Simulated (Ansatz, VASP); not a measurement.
This is a calculation of La for Ansatz 0.2.0.

Contents of input.yaml:

```yaml
crystal:
  lattice:
    - [-2.1095767417, 2.1095767417, 2.1095767417]
    - [2.1095767417, -2.1095767417, 2.1095767417]
    - [2.1095767417, 2.1095767417, -2.1095767417]
  atoms:
    - { symbol: La, position: [0.0, 0.0, 0.0] }
kpoints:
  mp_grid: { grid: [9, 9, 9] }
scf:
  occupations: { method: fermi_dirac, width: 0.05 }
hamiltonian:
  xc: pbesol
  pseudopotentials: { kind: all_electron, lapw: { basis_error: 0.0005 } }
output:
  forces: true
  stress: true
  eigenvalues: true
```

Potentials or basis: all-electron LAPW, scalar-relativistic.

The run is started by

```bash
$ ansatz run input.yaml --threads 2 --pin off --max-ram 6144MiB --backend cpu --events-out ev --progress --plain --runs-dir out
```

Set up the same calculation for VASP 6.6.1. Potentials there: VASP PAW PBE potentials, release 64 (La).

As run (the cutoff follows the program's own potentials):

File INCAR:

```
PREC = Accurate ; ENCUT = 520
EDIFF = 1E-7 ; ISMEAR = -1
SIGMA = 0.05 ; LREAL = F
LASPH = T ; NELM = 100
ALGO = Normal ; ISIF = 2
LWAVE = F ; LCHARG = T
GGA = PS ; LELF = T
LVHAR = T ; NBANDS = 12
```

KPOINTS

```
regular mesh
0
Gamma
  9 9 9
```

File POSCAR:

```
La
1.0
   -2.1095767417      2.1095767417      2.1095767417
    2.1095767417     -2.1095767417      2.1095767417
    2.1095767417      2.1095767417     -2.1095767417
La
1
Direct
    0.0000000000      0.0000000000      0.0000000000
```

Potentials or basis: VASP PAW PBE potentials, release 64 (La).

Command:

```sh
$ cat potpaw_PBE.64/La/POTCAR > POTCAR
$ mpirun -np 1 vasp_std > vasp.out
```

Both were run:

|  | VASP | Ansatz | Ansatz less VASP |
| --- | --- | --- | --- |
| gap on the k mesh at the Fermi level (eV) | none | none | - |
| pressure (GPa) | -2.1 | -2.1 | +0.01 |

VASP's potentials were made for PBE, not for PBEsol. A gap of «none» marks a metal or a gap that the smearing closes. Ansatz ran all-electron here, and VASP with PAW potentials.

Spin-orbit coupling is off throughout.
